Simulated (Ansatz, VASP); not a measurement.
LuPd2O2 in VASP and in Ansatz

File INCAR:

```
SYSTEM = LuPd2O2
  ALGO = Normal
  EDIFF = 1E-6
  ENCUT = 520
  GGA = PE
  ISIF = 2
  ISMEAR = 0
  ISPIN = 2
  LASPH = .True.
  LCHARG = .True.
  LELF = .True.
  LMAXMIX = 4
  LORBIT = 11
  LREAL = .False.
  LVHAR = .True.
  LWAVE = .False.
  MAGMOM = 0 1 1 0 0
  NBANDS = 40
  NELM = 150
  PREC = Accurate
  SIGMA = 0.1
```

The input KPOINTS:

```
k-points
0
Gamma
  6 6 6
  0 0 0
```

POSCAR

```
LuPd2O2
1.0
   -2.1394166049      2.1394166049      4.2146066624
    2.1394166049     -2.1394166049      4.2146066624
    2.1394166049      2.1394166049     -4.2146066624
Lu Pd O
1 2 2
Direct
    0.5000000000      0.5000000000      0.0000000000
    0.8384379626      0.8384379626      0.0000000000
    0.1615620374      0.1615620374      0.0000000000
    0.5000000000      0.0000000000      0.5000000000
    0.0000000000      0.5000000000      0.5000000000
```

Input for Ansatz:

```yaml
crystal:
  lattice:
    - [-2.1394166049, 2.1394166049, 4.2146066624]
    - [2.1394166049, -2.1394166049, 4.2146066624]
    - [2.1394166049, 2.1394166049, -4.2146066624]
  atoms:
    - { symbol: Lu, position: [0.5, 0.5, 0.0] }
    - { symbol: Pd, position: [0.8384379626, 0.8384379626, 0.0], spin: 1.0 }
    - { symbol: Pd, position: [0.1615620374, 0.1615620374, 0.0], spin: 1.0 }
    - { symbol: O, position: [0.5, 0.0, 0.5] }
    - { symbol: O, position: [0.0, 0.5, 0.5] }
basis:
  ecutwfc: 420
kpoints:
  mp_grid: { grid: [6, 6, 6] }
hamiltonian:
  xc: pbe
scf:
  occupations: { method: gaussian, width: 0.1 }
  lower_state_search: "off"
output:
  forces: true
  stress: true
  eigenvalues: true
  populations: true
magnetization:
  spin_polarized: true
```

Alike in both runs: task single point; functional PBE; k mesh 6 × 6 × 6; occupations gaussian, width 0.1 eV; collinear spin.

|  | VASP | Ansatz |
| --- | --- | --- |
| version | VASP 6.6.1 | Ansatz 0.2.0 |
| potentials or method | VASP PAW PBE potentials, release 64 (Lu, Pd, O), cutoff 520 eV | scalar-relativistic, plane waves, PAW |
| valence electrons in the cell | 57 | 73 |

```tsv
	VASP	Ansatz	Ansatz less VASP
gap on the k mesh at the Fermi level (eV)	none	none	-
pressure (GPa)	0.3	-0.2	-0.44
traceless stress, the component that is largest in VASP (GPa)	-0.26	0.18	+0.439
rms of the force components (eV/Å)	0.008	0.001	-0.0074
net moment per atom (μB)	0.00	0.00	0.000
```

Atom by atom the forces differ by 0.007 eV/Å (rms over components). A gap of «none» marks a metal or a gap that the smearing closes. VASP's potentials hold 57 valence electrons a cell and Ansatz's 73, so a difference there can come from the potentials and not from the codes. Ansatz's warnings: seeded moment not kept.

Spin-orbit coupling is off throughout.
